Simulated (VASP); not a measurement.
**Sn2TeO2: single point with PBE**

Sn2TeO2:

```
Sn Te O
1.0
     4.08087    0.00000    0.00000
    -2.04044    3.53414    0.00000
     0.00000    0.00000    6.73775
Sn Te O
2 1 2
Cartesian
  0.0000 2.3561 2.0107
  2.0404 1.1780 4.7271
  0.0000 0.0000 0.0000
  0.0000 2.3561 4.1184
  2.0404 1.1780 2.6193
```

```json
{
  "Program": "VASP 6.6.1",
  "Task": "single point",
  "Functional": "PBE",
  "Potentials or basis": "VASP PAW PBE potentials, release 64 (Sn_d, Te, O)",
  "Cutoff": "520 eV",
  "k mesh": "12 × 12 × 6",
  "Occupations": "gaussian, width 0.1 eV",
  "Spin": "no spin polarisation",
  "Dipole correction": "no",
  "Further INCAR settings": "ALGO = Normal; EDIFF = 1e-06; NBANDS = 31"
}
```

```
Pressure               : 0.1 GPa
Largest force          : 0.062 eV/Å
Band gap on the k mesh : zero (band 23 reaches 7.34 eV, above the bottom of band 24 at 6.93 eV)
```

Forces on the atoms (eV/Å):
```
Sn   0.000  0.000 -0.062
Sn   0.000  0.000  0.062
Te   0.000  0.000  0.000
O    0.000  0.000  0.040
O    0.000  0.000 -0.040
```

Stress tensor (GPa, compression positive):
```
-0.01  0.00  0.00
 0.00 -0.01  0.00
 0.00  0.00  0.30
```

Levels at points of the mesh, in eV from the Fermi level:
| k point | band 19 | band 20 | band 21 | band 22 | band 23 | band 24 | band 25 | band 26 | band 27 | band 28 |
| --- | --- | --- | --- | --- | --- | --- | --- | --- | --- | --- |
| (0.00, 0.00, 0.00) | -2.96 | -2.96 | -2.69 | -0.71 | -0.71 | 1.65 | 2.83 | 3.63 | 3.63 | 4.04 |
| (0.50, 0.00, 0.00) | -3.15 | -2.92 | -2.13 | -2.11 | -1.35 | 1.01 | 2.77 | 3.54 | 4.48 | 5.00 |
| (0.00, 0.00, 0.50) | -2.96 | -2.96 | -0.69 | -0.69 | -0.39 | 1.31 | 2.66 | 2.66 | 3.17 | 4.07 |
| (0.50, 0.00, 0.50) | -3.88 | -3.44 | -1.69 | -1.59 | -1.28 | 0.60 | 2.11 | 3.97 | 4.38 | 4.66 |

Wall time 5.3 min on 1 thread of Intel(R) Xeon(R) 6975P-C (Granite Rapids) (shared host), peak memory 0.39 GiB.

Caveat: spin-orbit coupling is left out, which moves the levels of the heavy elements.
